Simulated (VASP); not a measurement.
# Hf5H in VASP: a series of runs, part 2 of 2

VASP 6.6.1. Earlier steps stand in the parts before.

## 4. Single point, PBE+D3(BJ)

INCAR

```
  PREC = Accurate
  ENCUT = 520
  EDIFF = 1E-7
  ISMEAR = 0
  SIGMA = 0.1
  LREAL = F
  LASPH = T
  NELM = 100
  ALGO = Normal
  ISIF = 2
  LWAVE = F
  LCHARG = F
  LDIPOL = T
  IDIPOL = 3
  DIPOL = 0.5 0.5 0.313
  GGA = PE
  IVDW = 12
  NBANDS = 34
```

KPOINTS

```
regular mesh
0
Gamma
  6 6 1
```

POSCAR

```
Hf5H
1.0
    4.9564149667      0.0000000000      0.0000000000
   -2.4782074834      4.2923812729      0.0000000000
    0.0000000000      0.0000000000     21.1328376004
Hf H
5 1
Direct
    0.6666666667      0.3333333333      0.1892788879
    0.3333333333      0.6666666667      0.2371533849
    0.0000000000      0.0000000000      0.2763383880
    0.6666666667      0.3333333333      0.3164267596
    0.3333333333      0.6666666667      0.3706476976
    0.7777777778      1.5555555556      0.4889470026
```

Potentials or basis: VASP PAW PBE potentials, release 64 (Hf_pv, H).

On the command line:

```sh
cat potpaw_PBE.64/Hf_pv/POTCAR potpaw_PBE.64/H/POTCAR > POTCAR
mpirun -np 1 vasp_std > vasp.out
```

OUTCAR:

```text
PREC = Accurate
   ENCUT = 520
   EDIFF = 1E-7
   ISMEAR = 0
   LREAL = F
   LASPH = T
   NELM = 100
   ISIF = 2
   GGA = PE
   IVDW = 12
 IVDW          = 12

 ion  position               nearest neighbor table
   1  0.667  0.333  0.189-   4 2.69   2 3.04   2 3.04   2 3.04   3 3.40   3 3.40   3 3.40
   2  0.333  0.667  0.237-   5 2.82   3 2.98   3 2.98   3 2.98   1 3.04   1 3.04   1 3.04   4 3.32
                             4 3.32   4 3.32
   3  0.000  0.000  0.276-   2 2.98   2 2.98   2 2.98   4 2.98   4 2.98   4 2.98   1 3.40   1 3.40
                             1 3.40   5 3.49   5 3.49   5 3.49
   4  0.667  0.333  0.316-   1 2.69   3 2.98   3 2.98   3 2.98   5 3.08   5 3.08   5 3.08   2 3.32
                             2 3.32   2 3.32
   5  0.333  0.667  0.371-   2 2.82   4 3.08   4 3.08   4 3.08   3 3.49   3 3.49   3 3.49
   6  0.778  0.556  0.489-

  LATTYP: Found a hexagonal cell.
 ALAT       =     4.9564149667
 C/A-ratio  =     4.2637345223

  Lattice vectors:

 A1 = (   4.9564149667,   0.0000000000,   0.0000000000)
 A2 = (  -2.4782074834,   4.2923812729,   0.0000000000)
 A3 = (   0.0000000000,   0.0000000000,  21.1328376004)

Analysis of symmetry for initial positions (statically):
=====================================================================
 Subroutine PRICEL returns:
 Original cell was already a primitive cell.

 Routine SETGRP: Setting up the symmetry group for a
 hexagonal supercell.

 Subroutine GETGRP returns: Found  2 space group operations
 (whereof  2 operations were pure point group operations)
 out of a pool of 24 trial point group operations.

The static configuration has the point symmetry C_1h.

Analysis of symmetry for dynamics (positions and initial velocities):
=====================================================================
 Subroutine PRICEL returns:
 Original cell was already a primitive cell.

 Routine SETGRP: Setting up the symmetry group for a
 hexagonal supercell.

 Subroutine GETGRP returns: Found  2 space group operations
 (whereof  2 operations were pure point group operations)
[... 128 lines left out ...]
   LRPA    =     F    only Hartree local field effects (RPA)
 non-spin polarized calculation
 Gauss-broadening in eV      SIGMA  =   0.10
  energy-cutoff  :      520.00
  volume of cell :      449.60
 maximum number of plane-waves:     12126
 NGX is ok and might be reduce to    40
   NGX = 19   NGY = 19   NGZ = 79

 dipolmoment           0.000000      0.000000     -0.851230 electrons x Angstroem

 number of electron      51.0000004 magnetization

 dipolmoment           0.000000      0.000000      0.321434 electrons x Angstroem

 Free energy of the ion-electron system (eV)
  ---------------------------------------------------
  ext. energy  EPLUGINS =         0.00000000
  ---------------------------------------------------
  free energy    TOTEN  =       -45.28173579 eV

  energy without entropy =      -45.22076015  energy(sigma->0) =      -45.25124797

 E-fermi :  -2.2492     XC(G=0):  -4.0194

 val. band max:       -2.2578521648   @ k =   0.0000   0.0000   0.0000
 cond. band min:      -2.2360885409   @ k =   0.1667   0.1667   0.0000
 fundamental gap:      0.0217636240
 Fermi energy:        -2.2491903502

 k-point     1 :       0.0000    0.0000    0.0000
  band No.  band energies     occupation
      1     -33.6887      2.00000
      2     -33.6544      2.00000
      3     -33.6299      2.00000
      4     -33.5482      2.00000
      5     -33.2904      2.00000
      6     -33.2851      2.00000
[... 470 lines left out ...]
     33      -0.5653      0.00000
     34      -0.3588      0.00000

------------------------ aborting loop because EDIFF is reached ----------------------------------------

 vacuum level on the upper side and lower side of the slab       (xc-potential included)         1.212        -1.454

 Edisp (eV)   -1.22214

 E8    (eV) :    -0.6765

  FORCE on cell =-STRESS in cart. coord.  units (eV):
  Direction    XX          YY          ZZ          XY          YZ          ZX
  --------------------------------------------------------------------------------------
  -------------------------------------------------------------------------------------
  Total      -5.04350    -3.75629    -1.76769     0.00000    -0.41837     0.00000
  in kB     -17.97292   -13.38586    -6.29932     0.00000    -1.49088     0.00000
  external pressure =      -12.55 kB  Pullay stress =        0.00 kB

 VOLUME and BASIS-vectors are now :
 -----------------------------------------------------------------------------
  energy-cutoff  :      520.00
  volume of cell :      449.60
      direct lattice vectors                 reciprocal lattice vectors
     4.956414967  0.000000000  0.000000000     0.201758732  0.116485458  0.000000000
    -2.478207483  4.292381273  0.000000000     0.000000000  0.232970917  0.000000000
     0.000000000  0.000000000 21.132837600     0.000000000  0.000000000  0.047319722

 POSITION                                       TOTAL-FORCE (eV/Angst)
 -----------------------------------------------------------------------------------
      2.47821      1.43079      4.00000        -0.000000      0.010029     -1.226208
     -0.00000      2.86159      5.01172         0.000000     -0.014826      1.074816
      0.00000      0.00000      5.83981        -0.000000      0.056480     -0.077331
      2.47821      1.43079      6.68700        -0.000000      0.042418      0.470537
     -0.00000      2.86159      7.83284        -0.000000      0.010158      0.970635
      2.47821      2.38466     10.33284         0.000000     -0.104259     -1.212450
 -----------------------------------------------------------------------------------
    total drift:                               -0.000000      0.000042      0.000009

  FREE ENERGIE OF THE ION-ELECTRON SYSTEM (eV)
  ---------------------------------------------------
  free  energy   TOTEN  =       -46.5038754113 eV

  energy  without entropy=      -46.4428997740  energy(sigma->0) =      -46.47338759

 vacuum level on the upper side and lower side of the slab         3.777         1.043
```

OSZICAR:

```text
N       E                     dE             d eps       ncg     rms          rms(c)
DAV:   1     0.181968031815E+03    0.18197E+03   -0.26228E+04  1228   0.115E+03
DAV:   2    -0.339021944123E+02   -0.21587E+03   -0.20870E+03  1148   0.247E+02
DAV:   3    -0.505334273399E+02   -0.16631E+02   -0.16068E+02  1178   0.498E+01
[... 30 lines left out ...]
DAV:  34    -0.452817346174E+02   -0.18384E-06   -0.59459E-07   832   0.358E-03    0.287E-03
DAV:  35    -0.452817350563E+02   -0.43885E-06   -0.85361E-08   712   0.140E-03    0.135E-03
DAV:  36    -0.452817354342E+02   -0.37791E-06   -0.28180E-08   596   0.885E-04    0.323E-04
DAV:  37    -0.452817357239E+02   -0.28969E-06   -0.18485E-08   602   0.569E-04    0.365E-04
DAV:  38    -0.452817357923E+02   -0.68401E-07   -0.63203E-09   566   0.372E-04
   1 F= -.46503875E+02 E0= -.46473388E+02  d E =-.609756E-01
```

It took 10 min on 1 thread of Intel Xeon Platinum 8259CL at 2.50GHz (Skylake/Cascade Lake), shared host; peak memory 0.64 GiB.

What came out:

| Property | Result |
| --- | --- |
| Free energy | -46.5039 eV |
| Largest force | 1.226 eV/Å |
| Dispersion energy per atom | -0.204 eV |

Forces on the atoms (eV/Å):
```
Hf   0.000  0.010 -1.226
Hf   0.000 -0.015  1.075
Hf   0.000  0.056 -0.077
Hf   0.000  0.042  0.471
Hf   0.000  0.010  0.971
H    0.000 -0.104 -1.212
```

Levels at points of the mesh, in eV from the Fermi level:
| k point | band 22 | band 23 | band 24 | band 25 | band 26 | band 27 | band 28 | band 29 | band 30 | band 31 |
| --- | --- | --- | --- | --- | --- | --- | --- | --- | --- | --- |
| (0.00, 0.00, 0.00) | -0.98 | -0.74 | -0.34 | -0.28 | -0.23 | -0.01 | 0.03 | 0.30 | 1.05 | 1.06 |
| (0.50, 0.00, 0.00) | -0.91 | -0.80 | -0.36 | -0.15 | -0.02 | 0.03 | 0.11 | 0.53 | 1.06 | 1.25 |
| (0.00, 0.50, 0.00) | -0.89 | -0.56 | -0.34 | -0.07 | -0.02 | 0.02 | 0.11 | 0.40 | 0.89 | 1.07 |

Caveat: spin-orbit coupling is left out, which moves the levels of the heavy elements.

## 5. Single point, PBE+D3(BJ)

INCAR

```
SYSTEM = Hf5H
PREC = Accurate
ENCUT = 520
EDIFF = 1E-7
ISMEAR = 0
SIGMA = 0.1
LREAL = .False.
LASPH = .True.
NELM = 100
ALGO = Normal
ISIF = 2
LWAVE = .False.
LCHARG = .False.
LDIPOL = .True.
IDIPOL = 3
DIPOL = 0.5 0.5 0.313
GGA = PE
IVDW = 12
NBANDS = 34
```

KPOINTS

```
regular mesh
0
Gamma
  6 6 1
  0 0 0
```

POSCAR: that of step 4 with these lines changed.

```diff
@@ -13,2 +13,2 @@
     0.3333333333      0.6666666667      0.3706476976
-    0.7777777778      1.5555555556      0.4889470026
+    1.2222222222      1.1111111111      0.4889470026
```

On the command line:

```sh
cat potpaw_PBE.64/Hf_pv/POTCAR potpaw_PBE.64/H/POTCAR > POTCAR
mpirun -np 1 vasp_std > vasp.out
```

It took 9.9 min on 1 thread of Intel Xeon Platinum 8259CL at 2.50GHz (Skylake/Cascade Lake), shared host; peak memory 0.64 GiB.

Results (log left out):

- Free energy: -46.3099 eV
- Largest force: 1.113 eV/Å
- Dispersion energy per atom: -0.204 eV

Forces in eV/Å, atoms in the order of the input:
```
Hf  -0.021 -0.012 -1.079
Hf  -0.003 -0.002  1.113
Hf  -0.034 -0.020  0.003
Hf   0.026  0.015 -0.003
Hf  -0.190 -0.110  0.965
H    0.223  0.129 -0.999
```

Levels at points of the mesh, in eV from the Fermi level:
```csv
k point,band 24,band 25,band 26,band 27,band 28,band 29
"(0.00, 0.00, 0.00)",-0.34,-0.28,-0.22,-0.03,0.01,0.26
"(0.50, 0.00, 0.00)",-0.29,-0.10,-0.02,0.08,0.10,0.22
"(0.00, 0.50, 0.00)",-0.36,-0.17,-0.03,0.05,0.10,0.48
```

Caveat: spin-orbit coupling is left out, which moves the levels of the heavy elements.
